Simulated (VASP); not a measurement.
Here is a VASP 6.6.1 calculation.

File INCAR:

```
SYSTEM = BaTiO3
PREC = Accurate
ENCUT = 910
EDIFF = 1E-6
ISMEAR = 0
SIGMA = 0.02
LREAL = .FALSE.
LASPH = .TRUE.
NELM = 120
ALGO = Normal
ISIF = 2
LWAVE = .FALSE.
LCHARG = .FALSE.
GGA = PE
NBANDS = 28
GGA_COMPAT = .FALSE.
```

KPOINTS

```
regular mesh
0
G
  8 8 6
  0 0 0
```

File POSCAR:

```
BaTiO3
1.0
    3.9256680472      0.0000000000      0.0000000000
    0.0000000000      3.9256680472      0.0000000000
    0.0000000000      0.0000000000      4.3396355141
Ba Ti O
1 1 3
Direct
    0.5000000000      0.5000000000      0.6006022887
    0.0000000000      0.0000000000      0.1157124600
    0.0000000000      0.5000000000      0.0564191287
    0.5000000000      0.0000000000      0.0564191287
    0.0000000000      0.0000000000      0.5308439838
```

Potentials or basis: VASP PAW PBE potentials, release 64 (Ba_sv, Ti_sv, O_h).

The run is started by

```console
$ cat potpaw_PBE.64/Ba_sv/POTCAR potpaw_PBE.64/Ti_sv/POTCAR potpaw_PBE.64/O_h/POTCAR > POTCAR
$ mpirun -np 1 vasp_std > vasp.out
```

(1) What does it give for the largest force?

(2) Predict the pressure.

(3) What does it give for the band gap on the k mesh?

Answers

(1) 0.067 eV/Å.

(2) 3.4 GPa.

(3) 1.84 eV (least direct gap 2.52 eV).

Caveat: the cell differs from its parent crystal (biaxial strain in the a-b plane: -1.5 %, then relaxed in part); the cutoff is under 1.25 times the usual one of these potentials, so pressure, stress and relaxed cells hold a basis-set (Pulay) error; the cell stands under pressure; spin-orbit coupling is left out, which moves the levels of the heavy elements.
